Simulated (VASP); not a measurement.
# V (Im-3m) in VASP: further runs

V is run at these levels: PBEsol; tasks: single point, relaxation of cell and atoms.

Program: VASP 6.6.1. These are calculated values, not measurements. Logs are shortened: lines on timing, memory, paths and dates and some standing lists are left out, and cuts for length are marked.

## Step 1: The cell of the first run

Symmetry: Im-3m, No. 229, cubic system. The conventional cell has a = 2.959 Å, b = 2.959 Å, c = 2.959 Å, α = 90.00°, β = 90.00°, γ = 90.00°. Within 3.4 Å of V (site symmetry m-3m) lie 14 V at 2.56 to 2.96 Å.

## Step 2: Single point, PBEsol

File INCAR:

```
  ALGO = Fast
  EDIFF = 1E-6
  ENCUT = 520
  GGA = PS
  ISIF = 2
  ISMEAR = 0
  LASPH = True
  LCHARG = True
  LELF = True
  LREAL = False
  LVHAR = True
  LWAVE = False
  NBANDS = 12
  NELM = 60
  PREC = Accurate
  SIGMA = 0.1
```

File KPOINTS:

```
k-points
0
Gamma
  20 20 20
```

File POSCAR:

```
V
1.0
   -1.4795630795      1.4795630795      1.4795630795
    1.4795630795     -1.4795630795      1.4795630795
    1.4795630795      1.4795630795     -1.4795630795
V
1
Direct
    0.0000000000      0.0000000000      0.0000000000
```

Potentials or basis: VASP PAW PBE potentials, release 64 (V_sv).

On the command line:

```bash
> cat potpaw_PBE.64/V_sv/POTCAR > POTCAR
> mpirun -np 1 vasp_std > vasp.out
```

OUTCAR:

```text
EDIFF = 1E-6
   ENCUT = 520
   GGA = PS
   ISIF = 2
   ISMEAR = 0
   LASPH = True
   LREAL = False
   NELM = 60
   PREC = Accurate

 ion  position               nearest neighbor table
   1  0.000  0.000  0.000-

  LATTYP: Found a body centered cubic cell.
 ALAT       =     2.9591261590

  Lattice vectors:

 A1 = (  -1.4795630795,   1.4795630795,   1.4795630795)
 A2 = (   1.4795630795,  -1.4795630795,   1.4795630795)
 A3 = (   1.4795630795,   1.4795630795,  -1.4795630795)

Analysis of symmetry for initial positions (statically):
=====================================================================
 Subroutine PRICEL returns:
 Original cell was already a primitive cell.

 Routine SETGRP: Setting up the symmetry group for a
 body centered cubic supercell.

 Subroutine GETGRP returns: Found 48 space group operations
 (whereof 48 operations were pure point group operations)
 out of a pool of 48 trial point group operations.

The static configuration has the point symmetry O_h .

Analysis of symmetry for dynamics (positions and initial velocities):
=====================================================================
 Subroutine PRICEL returns:
 Original cell was already a primitive cell.

 Routine SETGRP: Setting up the symmetry group for a
 body centered cubic supercell.

 Subroutine GETGRP returns: Found 48 space group operations
 (whereof 48 operations were pure point group operations)
 out of a pool of 48 trial point group operations.

The dynamic configuration has the point symmetry O_h .

 Subroutine INISYM returns: Found 48 space group operations
 (whereof 48 operations are pure point group operations),
 and found     1 'primitive' translations

----------------------------------------------------------------------------------------

                                     Primitive cell

  volume of cell :      12.9557

  direct lattice vectors                    reciprocal lattice vectors
    -1.479563080  1.479563080  1.479563080     0.000000000  0.337937603  0.337937603
     1.479563080 -1.479563080  1.479563080     0.337937603  0.000000000  0.337937603
     1.479563080  1.479563080 -1.479563080     0.337937603  0.337937603  0.000000000

  length of vectors
     2.562678427  2.562678427  2.562678427     0.477915941  0.477915941  0.477915941

  position of ions in fractional coordinates (direct lattice)
     0.000000000  0.000000000  0.000000000

  ion indices of the primitive-cell ions
   primitive index   ion index
                 1           1

----------------------------------------------------------------------------------------

 KPOINTS: k-points

Automatic generation of k-mesh.
 Grid dimensions read from file:
 generate k-points for:   20   20   20

 Generating k-lattice:

  Cartesian coordinates                     Fractional coordinates (reciprocal lattice)
     0.000000000  0.016896880  0.016896880     0.050000000  0.000000000  0.000000000
     0.016896880  0.000000000  0.016896880     0.000000000  0.050000000  0.000000000
     0.016896880  0.016896880  0.000000000     0.000000000  0.000000000  0.050000000

  Length of vectors
     0.023895797  0.023895797  0.023895797

  Shift w.r.t. Gamma in fractional coordinates (k-lattice)
     0.000000000  0.000000000  0.000000000

 Subroutine IBZKPT returns following result:
 ===========================================

 Found    256 irreducible k-points:

 Following reciprocal coordinates:
            Coordinates               Weight
  0.000000  0.000000  0.000000      1.000000
  0.050000  0.000000  0.000000     12.000000
  0.100000  0.000000  0.000000     12.000000
  0.150000  0.000000  0.000000     12.000000
  0.200000  0.000000  0.000000     12.000000
  0.250000  0.000000  0.000000     12.000000
[... 16 lines left out ...]
  0.200000  0.100000  0.000000     48.000000
  0.250000  0.100000  0.000000     48.000000
 [... further k-points ...]
   k-points           NKPTS =    256   k-points in BZ     NKDIM =    256   number of bands    NBANDS=     12
   number of dos      NEDOS =    301   number of ions     NIONS =      1
   total plane-waves  NPLWV =   8000
   dimension x,y,z NGX =    20 NGY =   20 NGZ =   20
   dimension x,y,z NGXF=    40 NGYF=   40 NGZF=   40
   ions per type =               1
   NGX,Y,Z   is equivalent  to a cutoff of  12.97, 12.97, 12.97 a.u.
   NGXF,Y,Z  is equivalent  to a cutoff of  25.95, 25.95, 25.95 a.u.
 SYSTEM =  unknown system
   PREC   = accura    normal or accurate (medium, high low for compatibility)
   ISTART =      0    job   : 0-new  1-cont  2-samecut
   ICHARG =      2    charge: 1-file 2-atom 10-const
   ISPIN  =      1    spin polarized calculation?
   LNONCOLLINEAR =      F non collinear calculations
   LSORBIT =      F    spin-orbit coupling
   LASPH  =      T    aspherical Exc in radial PAW
   ENCUT  =  520.0 eV  38.22 Ry    6.18 a.u.   4.76  4.76  4.76*2*pi/ulx,y,z
   NELM   =     60;   NELMIN=  2; NELMDL= -5     # of ELM steps
   EDIFF  = 0.1E-05   stopping-criterion for ELM
   LREAL  =      F    real-space projection
   EDIFFG = 0.1E-04   stopping-criterion for IOM
   NSW    =      0    number of steps for IOM
   IBRION =     -1    ionic relax: 0-MD 1-quasi-New 2-CG
   NFREE  =      0    steps in history (QN), initial steepest desc. (CG)
   ISIF   =      2    stress and relaxation
   ISYM   =      2    0-nonsym 1-usesym 2-fastsym
   POTIM  = 0.5000    time-step for ionic-motion
   TEBEG  =    0.0;   TEEND  =   0.0 temperature during run
   PSTRESS=    0.0 pullay stress
   NELECT =      13.0000    total number of electrons
   NUPDOWN=      -1.0000    fix difference up-down
   EMIN   =  10.00;   EMAX   =-10.00  energy-range for DOS
   EFERMI =   0.00;   METHOD = LEGACY
   ISMEAR =     0;   SIGMA  =   0.10  broadening in eV -4-tet -1-fermi 0-gaus
   EFERMI_NEDOS =   21; number of points for ismear=-14 and -15
   IALGO  =     68    algorithm
   IMIX   =      4    mixing-type and parameters
     AMIX     =   0.40;   BMIX     =  1.00
     AMIX_MAG =   1.60;   BMIX_MAG =  1.00
  volume/ion in A,a.u.               =      12.96        87.43
  Fermi-wavevector in a.u.,A,eV,Ry     =   1.638963  3.097191 36.547963  2.686200
  Thomas-Fermi vector in A             =   2.729848
   LORBIT       =      0    0 simple, 1 ext, 2 COOP (PROOUT), +10 PAW based schemes
   GGA     = PS    functional components
   LHFCALC =     F    Hartree Fock is set to
   AEXX    =    0.0000 exact exchange contribution
   IVDW    =     0    specifies the selected vdW correction
   LEPSILON=     F    determine dielectric tensor
   LRPA    =     F    only Hartree local field effects (RPA)
 non-spin polarized calculation
 RMM-DIIS sequential band-by-band and
 Gauss-broadening in eV      SIGMA  =   0.10
  energy-cutoff  :      520.00
  volume of cell :       12.96
 maximum number of plane-waves:       370
   NGX =  9   NGY =  9   NGZ =  9

 number of electron      13.0000002 magnetization

 Free energy of the ion-electron system (eV)
  ---------------------------------------------------
  ext. energy  EPLUGINS =         0.00000000
  ---------------------------------------------------
  free energy    TOTEN  =        -9.63915158 eV

  energy without entropy =       -9.63071710  energy(sigma->0) =       -9.63493434

 E-fermi :  10.0473     XC(G=0): -13.2737

 val. band max:       10.0447770144   @ k =   0.3000   0.0000   0.0000
 cond. band min:      10.0591627328   @ k =  -0.3500   0.4500   0.1500
 fundamental gap:      0.0143857184
 Fermi energy:        10.0473356057

 k-point     1 :       0.0000    0.0000    0.0000
  band No.  band energies     occupation
      1     -53.3826      2.00000
      2     -26.7157      2.00000
      3     -26.7157      2.00000
      4     -26.7157      2.00000
      5       3.3734      2.00000
      6      10.4695      0.00000
      7      10.4695      0.00000
      8      10.4695      0.00000
      9      12.5746      0.00000
     10      12.5746      0.00000
     11      30.8446      0.00000
     12      30.8446      0.00000

 k-point     2 :       0.0500    0.0000    0.0000
  band No.  band energies     occupation
      1     -53.3769      2.00000
      2     -26.7421      2.00000
      3     -26.7237      2.00000
      4     -26.7159      2.00000
      5       3.4788      2.00000
      6      10.4233      0.00000
      7      10.4603      0.00000
      8      10.5460      0.00000
      9      12.5198      0.00000
     10      12.5774      0.00000
     11      30.6871      0.00000
     12      30.8620      0.00000

 k-point     3 :       0.1000    0.0000    0.0000
  band No.  band energies     occupation
      1     -53.3605      2.00000
      2     -26.8185      2.00000
      3     -26.7468      2.00000
      4     -26.7165      2.00000
      5       3.7875      2.00000
      6      10.2914      0.00056
      7      10.4205      0.00000
      8      10.7716      0.00000
      9      12.3865      0.00000
     10      12.5874      0.00000
     11      30.1964      0.00000
     12      30.7558      0.00000
[... 286 lines left out ...]
 k-point    23 :       0.2000    0.1000    0.0000
  band No.  band energies     occupation
      1     -53.2550      2.00000
      2     -27.2721      2.00000
      3     -26.8807      2.00000
      4     -26.7528      2.00000
      5       5.8320      2.00000
      6       9.5840      2.00000
      7       9.7936      1.99967
      8      12.0777      0.00000
      9      12.5020      0.00000
     10      12.8389      0.00000
     11      26.7383      0.00000
     12      28.3411      0.00000

 k-point    24 :       0.2500    0.1000    0.0000
  band No.  band energies     occupation
      1     -53.2203      2.00000
      2     -27.4104      2.00000
      3     -26.9376      2.00000
      4     -26.7557      2.00000
      5       6.4353      2.00000
      6       9.3440      2.00000
      7       9.7651      1.99993
      8      12.1833      0.00000
      9      12.8866      0.00000
     10      13.1830      0.00000
     11      25.1708      0.00000
     12      27.5574      0.00000

 [... further k-points ...]
[... 5 lines left out ...]
  --------------------------------------------------------------------------------------
  -------------------------------------------------------------------------------------
  Total        0.0218398      0.0218398      0.0218398      0.0000000      0.0000000      0.0000000
  in kB        2.7008415      2.7008415      2.7008415      0.0000000      0.0000000      0.0000000
  external PRESSURE =       2.7008415 kB  Pullay stress =       0.0000000 kB

 VOLUME and BASIS-vectors are now :
 -----------------------------------------------------------------------------
  energy-cutoff  :      520.00
  volume of cell :       12.96
      direct lattice vectors                 reciprocal lattice vectors
    -1.479563080  1.479563080  1.479563080     0.000000000  0.337937603  0.337937603
     1.479563080 -1.479563080  1.479563080     0.337937603  0.000000000  0.337937603
     1.479563080  1.479563080 -1.479563080     0.337937603  0.337937603  0.000000000

 POSITION                                       TOTAL-FORCE (eV/Angst)
 -----------------------------------------------------------------------------------
      0.00000      0.00000      0.00000        -0.000000      0.000000     -0.000000
 -----------------------------------------------------------------------------------
    total drift:                                0.000000     -0.000000      0.000000

  FREE ENERGIE OF THE ION-ELECTRON SYSTEM (eV)
  ---------------------------------------------------
  free  energy   TOTEN  =        -9.6391515790 eV

  energy  without entropy=       -9.6307171005  energy(sigma->0) =       -9.63493434
```

It took 20 s on 1 thread of Intel Xeon 6975P-C, shared host; peak memory 0.16 GiB.

Results:

| Property | Result |
| --- | --- |
| Free energy | -9.6392 eV |
| Pressure | 0.3 GPa |

Caveat: the PAW data sets were made with another functional, which shifts forces and pressure a little.

## Step 3: Single point, PBEsol

This run uses another cell than the first one, of 13.00 Å³/atom, 1.004 times its volume.

File INCAR:

```
PREC = Accurate
ENCUT = 520
EDIFF = 1E-6
ISMEAR = -1
SIGMA = 0.15
LREAL = F
LASPH = T
NELM = 60
ALGO = Normal
ISIF = 2
LWAVE = F
LCHARG = F
GGA = PS
NBANDS = 12
```

File KPOINTS:

```
Automatic mesh
0
Gamma
  20 20 20
```

File POSCAR:

```
V
1.0
   -1.4813160365      1.4813160365      1.4813160365
    1.4813160365     -1.4813160365      1.4813160365
    1.4813160365      1.4813160365     -1.4813160365
V
1
Direct
    0.0000000000      0.0000000000      0.0000000000
```

Potentials or basis: VASP PAW PBE potentials, release 64 (V_sv).

On the command line:

```bash
> cat potpaw_PBE.64/V_sv/POTCAR > POTCAR
> mpirun -np 1 vasp_std > vasp.out
```

It took 16 s on 1 thread of Intel Xeon 6975P-C, shared host; peak memory 0.15 GiB.

Results (log left out):

* Free energy: -9.6955 eV
* Pressure: 0.1 GPa

Levels at points of the mesh, in eV from the Fermi level:
```csv
k point,band 4,band 5,band 6,band 7,band 8,band 9,band 10,band 11
"(0.00, 0.00, 0.00)",-36.81,-6.72,0.38,0.38,0.38,2.48,2.48,20.72
"(0.50, 0.00, 0.00)",-36.81,-3.35,-1.24,1.73,2.49,2.87,4.30,10.59
"(0.50, 0.50, 0.50)",-37.50,-3.21,-3.21,3.89,3.89,3.89,10.47,10.47
```

Caveat: the PAW data sets were made with another functional, which shifts forces and pressure a little.

(Part 1 of 3 ends here.)
